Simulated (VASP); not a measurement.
# I (Fmmm) in VASP: further runs, part 2 of 3

VASP 6.6.1.

## (3) Single point, PBE

File INCAR:

```
PREC = Accurate
ENCUT = 520
EDIFF = 1E-6
ISMEAR = 0
SIGMA = 0.03
LREAL = F
LASPH = T
NELM = 100
ALGO = Normal
ISIF = 2
LWAVE = F
LCHARG = F
GGA = PE
NBANDS = 10
```

File KPOINTS:

```
regular mesh
0
Gamma
  9 9 9
```

File POSCAR:

```
I
1.0
    0.0000000000      2.3656004428      3.9098401324
    2.1922454667      0.0000000000      3.9098401324
    2.1922454667      2.3656004428      0.0000000000
I
1
Direct
    0.0000000000      0.0000000000      0.0000000000
```

Potentials or basis: VASP PAW PBE potentials, release 64 (I).

On the command line:

```bash
$ cat potpaw_PBE.64/I/POTCAR > POTCAR
$ mpirun -np 1 vasp_std > vasp.out
```

OUTCAR:

```text
PREC = Accurate
   ENCUT = 520
   EDIFF = 1E-6
   ISMEAR = 0
   LREAL = F
   LASPH = T
   NELM = 100
   ISIF = 2
   GGA = PE

 ion  position               nearest neighbor table
   1  0.000  0.000  0.000-

  LATTYP: Found a face centered orthorhombic cell.
 ALAT       =     4.3844909334
 B/A-ratio  =     1.0790764441
 C/A-ratio  =     1.7834864717

  Lattice vectors:

 A1 = (   0.0000000000,   2.3656004428,   3.9098401324)
 A2 = (   2.1922454667,   0.0000000000,   3.9098401324)
 A3 = (   2.1922454667,   2.3656004428,   0.0000000000)

Analysis of symmetry for initial positions (statically):
=====================================================================
 Subroutine PRICEL returns:
 Original cell was already a primitive cell.

 Routine SETGRP: Setting up the symmetry group for a
 face centered orthorhombic supercell.

 Subroutine GETGRP returns: Found  8 space group operations
 (whereof  8 operations were pure point group operations)
 out of a pool of  8 trial point group operations.

The static configuration has the point symmetry D_2h.

Analysis of symmetry for dynamics (positions and initial velocities):
=====================================================================
 Subroutine PRICEL returns:
 Original cell was already a primitive cell.

 Routine SETGRP: Setting up the symmetry group for a
 face centered orthorhombic supercell.

 Subroutine GETGRP returns: Found  8 space group operations
 (whereof  8 operations were pure point group operations)
 out of a pool of  8 trial point group operations.

The dynamic configuration has the point symmetry D_2h.

 Subroutine INISYM returns: Found  8 space group operations
 (whereof  8 operations are pure point group operations),
 and found     1 'primitive' translations

----------------------------------------------------------------------------------------

                                     Primitive cell

  volume of cell :      40.5527

  direct lattice vectors                    reciprocal lattice vectors
     0.000000000  2.365600443  3.909840132    -0.228076649  0.211362828  0.127882467
     2.192245467  0.000000000  3.909840132     0.228076649 -0.211362828  0.127882467
     2.192245467  2.365600443  0.000000000     0.228076649  0.211362828 -0.127882467

  length of vectors
     4.569782852  4.482498193  3.225214046     0.336224818  0.336224818  0.336224818

  position of ions in fractional coordinates (direct lattice)
     0.000000000  0.000000000  0.000000000

  ion indices of the primitive-cell ions
   primitive index   ion index
                 1           1

----------------------------------------------------------------------------------------

 KPOINTS: regular mesh

Automatic generation of k-mesh.
 Grid dimensions read from file:
 generate k-points for:    9    9    9

 Generating k-lattice:

  Cartesian coordinates                     Fractional coordinates (reciprocal lattice)
    -0.025341850  0.023484759  0.014209163     0.111111111  0.000000000  0.000000000
     0.025341850 -0.023484759  0.014209163     0.000000000  0.111111111  0.000000000
     0.025341850  0.023484759 -0.014209163     0.000000000  0.000000000  0.111111111

  Length of vectors
     0.037358313  0.037358313  0.037358313

  Shift w.r.t. Gamma in fractional coordinates (k-lattice)
     0.000000000  0.000000000  0.000000000

 Subroutine IBZKPT returns following result:
 ===========================================

 Found    125 irreducible k-points:

 Following reciprocal coordinates:
            Coordinates               Weight
  0.000000  0.000000  0.000000      1.000000
  0.111111  0.000000  0.000000      8.000000
  0.222222  0.000000  0.000000      8.000000
  0.333333  0.000000  0.000000      8.000000
  0.444444  0.000000  0.000000      8.000000
  0.111111  0.111111  0.000000      2.000000
[... 16 lines left out ...]
 -0.333333  0.333333 -0.000000      4.000000
  0.444444  0.444444  0.000000      2.000000
 [... further k-points ...]
   k-points           NKPTS =    125   k-points in BZ     NKDIM =    125   number of bands    NBANDS=     10
   number of dos      NEDOS =    301   number of ions     NIONS =      1
   total plane-waves  NPLWV =  31104
   dimension x,y,z NGX =    36 NGY =   36 NGZ =   24
   dimension x,y,z NGXF=    72 NGYF=   72 NGZF=   48
   ions per type =               1
   NGX,Y,Z   is equivalent  to a cutoff of  13.10, 13.35, 12.37 a.u.
   NGXF,Y,Z  is equivalent  to a cutoff of  26.19, 26.70, 24.74 a.u.
 SYSTEM =  unknown system
   PREC   = accura    normal or accurate (medium, high low for compatibility)
   ISTART =      0    job   : 0-new  1-cont  2-samecut
   ICHARG =      2    charge: 1-file 2-atom 10-const
   ISPIN  =      1    spin polarized calculation?
   LNONCOLLINEAR =      F non collinear calculations
   LSORBIT =      F    spin-orbit coupling
   LASPH  =      T    aspherical Exc in radial PAW
   ENCUT  =  520.0 eV  38.22 Ry    6.18 a.u.   8.50  8.33  6.00*2*pi/ulx,y,z
   NELM   =    100;   NELMIN=  2; NELMDL= -5     # of ELM steps
   EDIFF  = 0.1E-05   stopping-criterion for ELM
   LREAL  =      F    real-space projection
   EDIFFG = 0.1E-04   stopping-criterion for IOM
   NSW    =      0    number of steps for IOM
   IBRION =     -1    ionic relax: 0-MD 1-quasi-New 2-CG
   NFREE  =      0    steps in history (QN), initial steepest desc. (CG)
   ISIF   =      2    stress and relaxation
   ISYM   =      2    0-nonsym 1-usesym 2-fastsym
   POTIM  = 0.5000    time-step for ionic-motion
   TEBEG  =    0.0;   TEEND  =   0.0 temperature during run
   PSTRESS=    0.0 pullay stress
   NELECT =       7.0000    total number of electrons
   NUPDOWN=      -1.0000    fix difference up-down
   EMIN   =  10.00;   EMAX   =-10.00  energy-range for DOS
   EFERMI =   0.00;   METHOD = LEGACY
   ISMEAR =     0;   SIGMA  =   0.03  broadening in eV -4-tet -1-fermi 0-gaus
   EFERMI_NEDOS =   21; number of points for ismear=-14 and -15
   IALGO  =     38    algorithm
   IMIX   =      4    mixing-type and parameters
     AMIX     =   0.40;   BMIX     =  1.00
     AMIX_MAG =   1.60;   BMIX_MAG =  1.00
  volume/ion in A,a.u.               =      40.55       273.66
  Fermi-wavevector in a.u.,A,eV,Ry     =   0.911523  1.722529 11.304731  0.830874
  Thomas-Fermi vector in A             =   2.035812
   LORBIT       =      0    0 simple, 1 ext, 2 COOP (PROOUT), +10 PAW based schemes
   GGA     = PE    functional components
   LHFCALC =     F    Hartree Fock is set to
   AEXX    =    0.0000 exact exchange contribution
   IVDW    =     0    specifies the selected vdW correction
   LEPSILON=     F    determine dielectric tensor
   LRPA    =     F    only Hartree local field effects (RPA)
 non-spin polarized calculation
 Gauss-broadening in eV      SIGMA  =   0.03
  energy-cutoff  :      520.00
  volume of cell :       40.55
 maximum number of plane-waves:      1109
 NGX is ok and might be reduce to    36
   NGX = 17   NGY = 17   NGZ = 11

 number of electron       7.0000000 magnetization

 Free energy of the ion-electron system (eV)
  ---------------------------------------------------
  ext. energy  EPLUGINS =         0.00000000
  ---------------------------------------------------
  free energy    TOTEN  =        -1.38923478 eV

  energy without entropy =       -1.38893402  energy(sigma->0) =       -1.38908440

 E-fermi :   3.4940     XC(G=0):  -8.2597

 val. band max:        3.4761074422   @ k =   0.4444   0.3333   0.1111
 cond. band min:       3.4943207518   @ k =  -0.2222   0.0000   0.1111
 fundamental gap:      0.0182133096
 Fermi energy:         3.4939990236

 k-point     1 :       0.0000    0.0000    0.0000
  band No.  band energies     occupation
      1     -10.3835      2.00000
      2       1.5531      2.00000
      3       4.2738      0.00000
      4       4.5462      0.00000
      5       8.0362      0.00000
      6      10.9730      0.00000
      7      11.7011      0.00000
      8      15.6113      0.00000
      9      15.9270      0.00000
     10      15.9287      0.00000
[... 287 lines left out ...]
 k-point    24 :       0.4444    0.4444    0.0000
  band No.  band energies     occupation
      1     -10.1431      2.00000
      2      -0.5177      2.00000
      3       4.0572      0.00000
      4       4.3498      0.00000
      5      10.4658      0.00000
      6      10.8054      0.00000
      7      13.8619      0.00000
      8      18.2932      0.00000
      9      18.3771      0.00000
     10      18.5665      0.00000

 [... further k-points ...]

------------------------ aborting loop because EDIFF is reached ----------------------------------------

  FORCE on cell =-STRESS in cart. coord.  units (eV):
  Direction    XX          YY          ZZ          XY          YZ          ZX
  --------------------------------------------------------------------------------------
  -------------------------------------------------------------------------------------
  Total        0.0898802      0.0252899      0.1919381      0.0000000      0.0000000      0.0000000
  in kB        3.5510375      0.9991668      7.5831928      0.0000000      0.0000000      0.0000000
  external PRESSURE =       4.0444657 kB  Pullay stress =       0.0000000 kB

 VOLUME and BASIS-vectors are now :
 -----------------------------------------------------------------------------
  energy-cutoff  :      520.00
  volume of cell :       40.55
      direct lattice vectors                 reciprocal lattice vectors
     0.000000000  2.365600443  3.909840132    -0.228076649  0.211362828  0.127882467
     2.192245467  0.000000000  3.909840132     0.228076649 -0.211362828  0.127882467
     2.192245467  2.365600443  0.000000000     0.228076649  0.211362828 -0.127882467

 POSITION                                       TOTAL-FORCE (eV/Angst)
 -----------------------------------------------------------------------------------
      0.00000      0.00000      0.00000         0.000000     -0.000000      0.000000
 -----------------------------------------------------------------------------------
    total drift:                                0.000000      0.000000     -0.000000

  FREE ENERGIE OF THE ION-ELECTRON SYSTEM (eV)
  ---------------------------------------------------
  free  energy   TOTEN  =        -1.3892347803 eV

  energy  without entropy=       -1.3889340189  energy(sigma->0) =       -1.38908440
```

stdout:

```text
POSCAR found type information on POSCAR I
 POSCAR found :  1 types and       1 ions
 scaLAPACK will be used
 LDA part: xc-table for (Slater+PW92), standard interpolation
 POSCAR, INCAR and KPOINTS ok, starting setup
 FFT: planning ... GRIDC
 FFT: planning ... GRID_SOFT
 FFT: planning ... GRID
 WAVECAR not read
 entering main loop
```

Run time: 24 s. Hardware: 1 thread of AMD EPYC 9R45 (Zen 5), shared host; peak memory 0.18 GiB.

Results:

```
Free energy            : -1.3892 eV
Pressure               : 0.4 GPa
Band gap on the k mesh : zero (an odd number of electrons rules out a gap without spin polarisation)
```

Caveat: spin-orbit coupling is left out, which moves the levels of the heavy elements; an odd number of electrons without spin polarisation forces a metal; a magnetic or distorted state may lie lower.

## (4) Single point, PBE

File INCAR:

```
SYSTEM = I
PREC     = Accurate       ! precision mode
ENCUT    = 520            ! plane-wave cutoff, eV
EDIFF    = 1E-6           ! SCF threshold, eV
ISMEAR   = 0              ! smearing method
SIGMA    = 0.016          ! smearing width, eV
LREAL    = .FALSE.        ! projectors in reciprocal space
LASPH    = .TRUE.         ! aspherical terms in the spheres
NELM     = 100            ! most SCF steps
ALGO     = Normal         ! electronic algorithm
ISIF     = 2              ! what is computed and relaxed
LWAVE    = .FALSE.        ! write WAVECAR
LCHARG   = .FALSE.        ! write CHGCAR
GGA      = PE             ! functional
NBANDS   = 10             ! bands
```

File KPOINTS:

```
regular mesh
0
G
  9 9 9
  0 0 0
```

POSCAR is that of step 3.

On the command line:

```bash
$ cat potpaw_PBE.64/I/POTCAR > POTCAR
$ mpirun -np 1 vasp_std > vasp.out
```

It took 24 s on 1 thread of AMD EPYC 9R45 (Zen 5), shared host; peak memory 0.18 GiB.

It converged, with:

| Quantity | Value |
| --- | --- |
| Free energy | -1.3891 eV |
| Pressure | 0.4 GPa |
| Band gap on the k mesh | zero (an odd number of electrons rules out a gap without spin polarisation) |

Stress tensor (GPa, compression positive):
```
0.38 0.00 0.00
0.00 0.08 0.00
0.00 0.00 0.75
```

Levels at points of the mesh, in eV from the Fermi level:
| k point | band 1 | band 2 | band 3 | band 4 | band 5 | band 6 | band 7 | band 8 |
| --- | --- | --- | --- | --- | --- | --- | --- | --- |
| (0.00, 0.00, 0.00) | -13.88 | -1.94 | 0.78 | 1.05 | 4.54 | 7.48 | 8.21 | 12.12 |

Caveat: spin-orbit coupling is left out, which moves the levels of the heavy elements; an odd number of electrons without spin polarisation forces a metal; a magnetic or distorted state may lie lower.

[end of part 2 of 3]
